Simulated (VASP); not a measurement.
Runs of VASP 6.6.1 on MoS2. The structure is that of space group R3m (No. 160), or close to it. The cells are those of the table. 

```tsv
task	cell	gap on the mesh (eV)	pressure (GPa)	largest force (eV/Å)
single point	a = 6.416, b = 6.381, c = 6.372 Å, angles 28.6, 28.8, 28.6°, 3 atoms	(b)	4.3	1.05
electric field gradients	a = 6.347 Å, angles 28.7°, 3 atoms	0.74	7.8	1.40
electric field gradients	a = 6.303 Å, angles 28.7°, 3 atoms	0.74	(a)	1.82
single point	a = 6.379 Å, angles 28.1°, 3 atoms	0.99	11.4	1.53
single point	a = 6.406 Å, angles 29.5°, 3 atoms	0.40	(c)	0.37
single point	a = 6.395 Å, angles 28.9°, 3 atoms	0.62	1.1	0.78
electric field gradients	a = 6.379 Å, angles 28.1°, 3 atoms	0.99	11.4	1.53
```

Alike in all rows: level PBEsol; potentials or basis VASP PAW PBE potentials, release 64 (Mo_sv, S); no spin polarisation; k mesh 13 × 13 × 13; cutoff (eV) 520; smearing fermi-dirac 0.05 eV.

Task: Fill in the values left out.

Result: (a) 11.7; (b) 0.73; (c) -4.3.

Caveats: the PAW data sets were made with another functional, which shifts forces and pressure a little; the stress differs along the axes, from 10 to 15 GPa (at least some runs); the stress differs along the axes, from 2 to 9 GPa (at least some runs); the stress differs along the axes, from 5 to 13 GPa (at least some runs); the stress differs along the axes, from 9 to 17 GPa (at least some runs); the stress differs along the axes, from -8 to 3 GPa (at least some runs); the stress differs along the axes, from -2 to 7 GPa (at least some runs).

A k mesh can miss the band edges, and the runs leave out spin-orbit coupling on Mo.
